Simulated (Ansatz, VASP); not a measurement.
**CsBr in VASP and in Ansatz**

Contents of POSCAR:

```
CsBr
1.0
    4.2217100000      0.0000000000      0.0000000000
    0.0000000000      4.2217100000      0.0000000000
    0.0000000000      0.0000000000      4.1574200000
Cs Br
1 1
Direct
    0.0000000000      0.0000000000      0.0000000000
    0.5000000000      0.5000000000      0.5000000000
```

File INCAR.step1:

```
SYSTEM = CsBr
PREC     = Accurate       ! precision mode
ENCUT    = 550            ! plane-wave cutoff, eV
ISMEAR   = 0              ! smearing method
SIGMA    = 0.05           ! smearing width, eV
LREAL    = .False.        ! projectors in reciprocal space
LASPH    = .True.         ! aspherical terms in the spheres
NELM     = 120            ! most SCF steps
NBANDS   = 15             ! bands
GGA      = PE             ! functional
ALGO     = Normal         ! electronic algorithm
EDIFF    = 1E-5           ! SCF threshold, eV
LWAVE    = .True.         ! write WAVECAR
LCHARG   = .False.        ! write CHGCAR
GGA_COMPAT= .False.
```

Contents of INCAR.step2:

```
SYSTEM = CsBr
PREC     = Accurate       ! precision mode
ENCUT    = 550            ! plane-wave cutoff, eV
EDIFF    = 1E-6           ! SCF threshold, eV
ISMEAR   = 0              ! smearing method
SIGMA    = 0.05           ! smearing width, eV
LREAL    = .False.        ! projectors in reciprocal space
LASPH    = .True.         ! aspherical terms in the spheres
NELM     = 120            ! most SCF steps
ALGO     = Normal         ! electronic algorithm
ISIF     = 2              ! what is computed and relaxed
LWAVE    = .False.        ! write WAVECAR
LCHARG   = .False.        ! write CHGCAR
METAGGA  = R2SCAN         ! meta-GGA
LMIXTAU  = .True.       
NBANDS   = 15             ! bands
ISTART   = 1            
GGA_COMPAT= .False.
```

File KPOINTS:

```
regular mesh
0
Gamma
  6 6 6
  0 0 0
```

Input for Ansatz:

```yaml
crystal:
  lattice:
    - [4.22171, 0.0, 0.0]
    - [0.0, 4.22171, 0.0]
    - [0.0, 0.0, 4.15742]
  atoms:
    - { symbol: Cs, position: [0.0, 0.0, 0.0] }
    - { symbol: Br, position: [0.5, 0.5, 0.5] }
basis:
  ecutwfc: 500
kpoints:
  mp_grid: { grid: [6, 6, 6] }
hamiltonian:
  xc: r2scan
scf:
  occupations: { method: gaussian, width: 0.05 }
output:
  forces: true
  stress: true
  eigenvalues: true
  write_density: true
  write_potential: true
  elf: true
  volumetric_format: npy
```

Change from the starting cell: strain -0.015 along x and y, -0.030 along z, atoms carried along.

Alike in both runs: task single point; functional r2SCAN; k mesh 6 × 6 × 6; occupations gaussian, width 0.05 eV; no spin polarisation.

|  | VASP | Ansatz |
| --- | --- | --- |
| version | VASP 6.6.1 | Ansatz 0.2.0 |
| potentials or method | VASP PAW PBE potentials, release 64 (Cs_sv, Br), cutoff 550 eV | scalar-relativistic, plane waves, PAW |
| valence electrons in the cell | 16 | 16 |

Ansatz gave:

```
gap on the k mesh at the Fermi level (eV)                     : 5.25
least direct gap on the mesh (eV)                             : 5.25
pressure (GPa)                                                : 1.7
traceless stress, the component that is largest in VASP (GPa) : 0.25
```

Question: Which values does VASP return?

Answer: gap on the k mesh at the Fermi level (eV): 5.25; least direct gap on the mesh (eV): 5.25; pressure (GPa): 1.8; traceless stress, the component that is largest in VASP (GPa): 0.25.

VASP's potentials were made for PBE, not for r2SCAN.

Neither program's run includes spin-orbit coupling.
